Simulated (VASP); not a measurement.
Write the native input for VASP 6.6.1 that does the following.

```
Task                               : single point
Functional                         : PBE-based screened hybrid with 35 % exact exchange
Potentials or basis                : VASP PAW PBE potentials, release 64 (Ag, Br)
Cutoff                             : 400 eV
k mesh                             : 4 × 4 × 4
Occupations                        : gaussian, width 0.01 eV
Spin                               : no spin polarisation
Dipole correction                  : no
Grid for exact exchange (PRECFOCK) : Normal
Share of exact exchange            : 0.35
Further INCAR settings             : ALGO = Normal; EDIFF = 1e-06; NBANDS = 16
Screening parameter                : 0.3 1/Å
```

Crystal: AgBr.

```
Ag Br
1.0
     0.00000    2.89273    2.89273
     2.89273    0.00000    2.89273
     2.89273    2.89273    0.00000
Ag Br
1 1
Direct
  0.00000 0.00000 0.00000
  0.50000 0.50000 0.50000
```

One way to write it, as run:

POSCAR

```
AgBr
1.0
    0.0000000000      2.8927333262      2.8927333262
    2.8927333262      0.0000000000      2.8927333262
    2.8927333262      2.8927333262      0.0000000000
Ag Br
1 1
Direct
    0.0000000000      0.0000000000      0.0000000000
    0.5000000000      0.5000000000      0.5000000000
```

INCAR.step1

```
SYSTEM = AgBr
PREC = Accurate
ENCUT = 400
EDIFF = 1E-5
ISMEAR = 0
SIGMA = 0.01
LREAL = .FALSE.
LASPH = .TRUE.
NELM = 120
ALGO = Normal
ISIF = 2
LWAVE = .TRUE.
LCHARG = .FALSE.
GGA = PE
NBANDS = 16
GGA_COMPAT = .FALSE.
```

INCAR.step2

```
SYSTEM = AgBr
PREC = Accurate
ENCUT = 400
EDIFF = 1E-6
ISMEAR = 0
SIGMA = 0.01
LREAL = .FALSE.
LASPH = .TRUE.
NELM = 120
ALGO = Normal
ISIF = 2
LWAVE = .FALSE.
LCHARG = .FALSE.
GGA = PE
LHFCALC = .TRUE.
AEXX = 0.35
HFSCREEN = 0.3
PRECFOCK = Normal
ISTART = 1
NBANDS = 16
GGA_COMPAT = .FALSE.
```

KPOINTS

```
Automatic mesh
0
G
  4 4 4
  0 0 0
```

Potentials or basis: VASP PAW PBE potentials, release 64 (Ag, Br).

The run is started by

```sh
$ cat potpaw_PBE.64/Ag/POTCAR potpaw_PBE.64/Br/POTCAR > POTCAR
$ cp INCAR.step1 INCAR
$ mpirun -np 1 vasp_std > vasp.out
$ cp INCAR.step2 INCAR
$ mpirun -np 1 vasp_std > vasp.out
```

Results of the run:

- Pressure: 0.8 GPa
- Band gap on the k mesh: 2.29 eV (least direct gap 3.99 eV)

Caveat: the k points lie up to 0.47 Å⁻¹ apart; the PAW data sets were made with another functional, which shifts forces and pressure a little.

Wall time 14 min on 1 thread of Intel Xeon 8259CL, on a shared host, peak memory 0.28 GiB.
